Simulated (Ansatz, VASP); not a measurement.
## Two plane-wave programs on ZnSe

INCAR

```
ALGO = Normal
EDIFF = 1E-6
ENCUT = 500
GGA = PS
GGA_COMPAT = F
ISIF = 2
ISMEAR = 0
LASPH = T
LCHARG = F
LREAL = F
LWAVE = F
NBANDS = 16
NELM = 120
PREC = Accurate
SIGMA = 0.02
```

File KPOINTS:

```
k-points
0
Gamma
  4 4 4
```

Contents of POSCAR:

```
ZnSe
1.0
    0.0000000000      2.8167021653      2.8167021653
    2.8167021653      0.0000000000      2.8167021653
    2.8167021653      2.8167021653      0.0000000000
Zn Se
1 1
Direct
    0.0000000000      0.0000000000      0.0000000000
    0.2500000000      0.2500000000      0.2500000000
```

Input for Ansatz:

```yaml
crystal:
  lattice:
    - [0.0, 2.8167021653, 2.8167021653]
    - [2.8167021653, 0.0, 2.8167021653]
    - [2.8167021653, 2.8167021653, 0.0]
  atoms:
    - { symbol: Zn, position: [0.0, 0.0, 0.0] }
    - { symbol: Se, position: [0.25, 0.25, 0.25] }
basis:
  ecutwfc: 420
kpoints:
  mp_grid: { grid: [4, 4, 4] }
hamiltonian:
  xc: pbesol
  pseudopotentials: { kind: paw, azcp: { folder: soft_1 } }
scf:
  occupations: { method: gaussian, width: 0.02 }
output:
  forces: true
  stress: true
  eigenvalues: true
```

Alike in both runs: task single point; functional PBEsol; k mesh 4 × 4 × 4; occupations gaussian, width 0.02 eV; no spin polarisation.

|  | VASP | Ansatz |
| --- | --- | --- |
| version | VASP 6.6.1 | Ansatz 0.2.0 |
| potentials or method | VASP PAW PBE potentials, release 64 (Zn, Se), cutoff 500 eV | scalar-relativistic, plane waves, PAW |
| valence electrons in the cell | 18 | 28 |

|  | VASP | Ansatz | Ansatz less VASP |
| --- | --- | --- | --- |
| gap on the k mesh at the Fermi level (eV) | 1.23 | 1.22 | -0.008 |
| least direct gap on the mesh (eV) | 1.23 | 1.22 | -0.008 |
| pressure (GPa) | 0.6 | 0.4 | -0.25 |

VASP's potentials were made for PBE, not for PBEsol, and Ansatz warns of the same on its side. The functional is the same, so the differences come from potentials, cutoffs and numerics. VASP's potentials hold 18 valence electrons a cell and Ansatz's 28, so a difference there can come from the potentials and not from the codes.

The k mesh is coarse, so the values compare programs but aren't converged.
